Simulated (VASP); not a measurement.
Input of a VASP 6.6.1 run:

Contents of POSCAR:

```
MnS
1.0
    0.0000000000      2.6045000000      2.6045000000
    2.6045000000      0.0000000000      2.6045000000
    2.6045000000      2.6045000000      0.0000000000
Mn S
1 1
Direct
    0.0000000000      0.0000000000      0.0000000000
    0.5000000000      0.5000000000      0.5000000000
```

The input INCAR.step1:

```
SYSTEM = MnS
PREC     = Accurate       ! precision mode
ENCUT    = 520            ! plane-wave cutoff, eV
EDIFF    = 1E-5           ! SCF threshold, eV
ISMEAR   = -1             ! smearing method
SIGMA    = 0.05           ! smearing width, eV
LREAL    = .False.        ! projectors in reciprocal space
LASPH    = .True.         ! aspherical terms in the spheres
NELM     = 150            ! most SCF steps
ALGO     = Normal         ! electronic algorithm
ISIF     = 2              ! what is computed and relaxed
LWAVE    = .True.         ! write WAVECAR
LCHARG   = .False.        ! write CHGCAR
ISPIN    = 2              ! spin polarisation
MAGMOM   = 4 0            ! initial moments
LORBIT   = 11             ! projections on sites
LMAXMIX  = 4              ! l up to which the mixer works
GGA      = PE             ! functional
NBANDS   = 20             ! bands
```

File INCAR.step2:

```
SYSTEM = MnS
PREC     = Accurate       ! precision mode
ENCUT    = 520            ! plane-wave cutoff, eV
EDIFF    = 1E-6           ! SCF threshold, eV
ISMEAR   = -1             ! smearing method
SIGMA    = 0.05           ! smearing width, eV
LREAL    = .False.        ! projectors in reciprocal space
LASPH    = .True.         ! aspherical terms in the spheres
NELM     = 150            ! most SCF steps
ALGO     = Normal         ! electronic algorithm
ISIF     = 2              ! what is computed and relaxed
LWAVE    = .False.        ! write WAVECAR
LCHARG   = .False.        ! write CHGCAR
ISPIN    = 2              ! spin polarisation
MAGMOM   = 4 0            ! initial moments
LORBIT   = 11             ! projections on sites
LMAXMIX  = 4              ! l up to which the mixer works
GGA      = PE             ! functional
LHFCALC  = .True.         ! exact exchange
AEXX     = 0.25           ! exact-exchange fraction
PRECFOCK = Normal       
ISTART   = 1            
NBANDS   = 20             ! bands
```

The input KPOINTS:

```
Automatic mesh
0
Gamma
  5 5 5
  0 0 0
```

Potentials or basis: VASP PAW PBE potentials, release 64 (Mn_pv, S).

Command:

```console
$ cat potpaw_PBE.64/Mn_pv/POTCAR potpaw_PBE.64/S/POTCAR > POTCAR
$ cp INCAR.step1 INCAR
$ mpirun -np 1 vasp_std > vasp.out
$ cp INCAR.step2 INCAR
$ mpirun -np 1 vasp_std > vasp.out
```

What does it give for the net moment?

5.00 μB per cell.

Estimate the site moments.

Mn +4.56; S +0.11 μB.

What does it give for the band gap on the k mesh?

1.92 eV (least direct gap 4.14 eV).

Caveat: an odd mesh through Γ misses points on the zone boundary, where band edges can lie; a cell with one magnetic atom can't hold antiferromagnetic order, which such compounds often take.
